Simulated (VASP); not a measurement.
Set up this calculation in VASP 6.6.1, as the native input.

| Item | Value |
| --- | --- |
| Task | single point |
| Functional | r2SCAN |
| Potentials or basis | VASP PAW PBE potentials, release 64 (Ti_sv, O) |
| Cutoff | 520 eV |
| k mesh | 8 × 8 × 4 |
| Occupations | fermi-dirac, width 0.05 eV |
| Spin | no spin polarisation |
| Dipole correction | no |
| Further INCAR settings | ALGO = Normal; EDIFF = 1e-07; NBANDS = 60 |

The system is TiO2.

```xyz
12
Lattice="6.0943 -1.8666 -0.0045 6.0943 1.8666 -0.0045 -1.9144 0.0000 6.2748" Properties=species:S:1:pos:R:3 pbc="T T T"
Ti   10.4063    0.0000    1.8140
Ti    1.8293    0.0000    1.7723
Ti   -0.1322    0.0000    4.4518
Ti    8.4448    0.0000    4.4936
O     3.8435    0.0000    1.8426
O     1.9674    0.0000    4.0949
O     8.6597    0.0000    6.2439
O     8.3068    0.0000    2.1709
O    10.2725    0.0000    3.9418
O     1.6145    0.0000    0.0220
O     6.4307    0.0000    4.4232
O     0.0016    0.0000    2.3241
```

One way to write it, as run:

POSCAR

```
TiO2
1.0
    6.0942615280     -1.8665580121     -0.0044983025
    6.0942615280      1.8665580121     -0.0044983025
   -1.9143650676      0.0000000000      6.2748249943
Ti O
4 8
Direct
    0.8993896073      0.8993896073      0.2903793839
    0.1944891394      0.1944891394      0.2827182493
    0.1006103927      0.1006103927      0.7096206161
    0.8055108606      0.8055108606      0.7172817507
    0.3615386432      0.3615386432      0.2941651542
    0.2639677824      0.2639677824      0.6529710382
    0.8669616730      0.8669616730      0.9963067857
    0.7360322176      0.7360322176      0.3470289618
    0.9416789405      0.9416789405      0.6295382913
    0.1330383270      0.1330383270      0.0036932143
    0.6384613568      0.6384613568      0.7058348458
    0.0583210595      0.0583210595      0.3704617087
```

INCAR.step1

```
ALGO = Normal
EDIFF = 1E-4
ENCUT = 520
GGA = PE
ISMEAR = -1
KPAR = 4
LASPH = T
LCHARG = F
LREAL = F
LWAVE = T
NBANDS = 60
NELM = 80
PREC = Accurate
SIGMA = 0.05
```

INCAR.step2

```
ALGO = Normal
EDIFF = 1E-7
ENCUT = 520
ISIF = 2
ISMEAR = -1
ISTART = 1
KPAR = 4
LASPH = T
LCHARG = F
LMIXTAU = T
LREAL = F
LWAVE = F
METAGGA = R2SCAN
NBANDS = 60
NELM = 80
PREC = Accurate
SIGMA = 0.05
```

KPOINTS

```
k-points
0
Gamma
  8 8 4
```

Potentials or basis: VASP PAW PBE potentials, release 64 (Ti_sv, O).

Command:

```sh
$ cat potpaw_PBE.64/Ti_sv/POTCAR potpaw_PBE.64/O/POTCAR > POTCAR
$ cp INCAR.step1 INCAR
$ mpirun -np 4 vasp_std > vasp.out
$ cp INCAR.step2 INCAR
$ mpirun -np 4 vasp_std > vasp.out
```

Results of the run:

* Pressure: 1.1 GPa
* Largest force: 0.153 eV/Å
* Band gap on the k mesh: 3.23 eV (least direct gap 3.43 eV)

Caveat: the PAW data sets were made with another functional, which shifts forces and pressure a little.

Wall time 30 min on 4 MPI ranks on Oxide Virtual Turin-like Processor, with other jobs on the host, peak memory 0.69 GiB a rank.
